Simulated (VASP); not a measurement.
# MoP: elastic constants with PBEsol

Crystal: MoP.

```
CELL_PARAMETERS angstrom
3.20709 0.00000 0.00000
-1.60355 2.77742 0.00000
0.00000 0.00000 3.17318
ATOMIC_POSITIONS crystal
Mo 0.00000 0.00000 0.00000
P 0.33333 0.66667 0.50000
```

```json
{"Program": "VASP 6.6.1", "Task": "elastic constants", "Functional": "PBEsol", "Potentials or basis": "VASP PAW PBE potentials, release 64 (Mo_sv, P)", "Cutoff": "500 eV", "k mesh": "18 × 18 × 16", "Occupations": "fermi-dirac, width 0.08 eV", "Spin": "no spin polarisation", "Dipole correction": "no", "Ions in elastic constants": "relaxed", "Further INCAR settings": "ALGO = Normal; EDIFF = 1e-08; NBANDS = 16; IBRION = 6; POTIM = 0.015; NSW = 1; ISIF = 3"}
```

* Voigt bulk modulus: 243 GPa
* Highest phonon frequency at Γ: 411 cm⁻¹

Phonon frequencies in cm⁻¹ (negative: imaginary):
```
              q point        frequencies
(0.000, 0.000, 0.000)  0 0 0 411 411 411
```

Elastic tensor in Voigt notation (GPa, in the Cartesian axes of the cell as first typed):
```
364 134 168   0   0   0
134 364 168   0   0   0
168 168 516   0   0   0
  0   0   0 184   0   0
  0   0   0   0 184   0
  0   0   0   0   0 115
```

Clamped-ion elastic tensor (GPa):
```
388 109 168   0   0   0
109 388 168   0   0   0
168 168 516   0   0   0
  0   0   0 184   0   0
  0   0   0   0 184   0
  0   0   0   0   0 139
```

It took 95 min on 1 thread of Oxide Virtual Turin-like Processor (shared host), peak memory 1 GiB.

Caveat: the PAW data sets were made with another functional, which shifts forces and pressure a little.
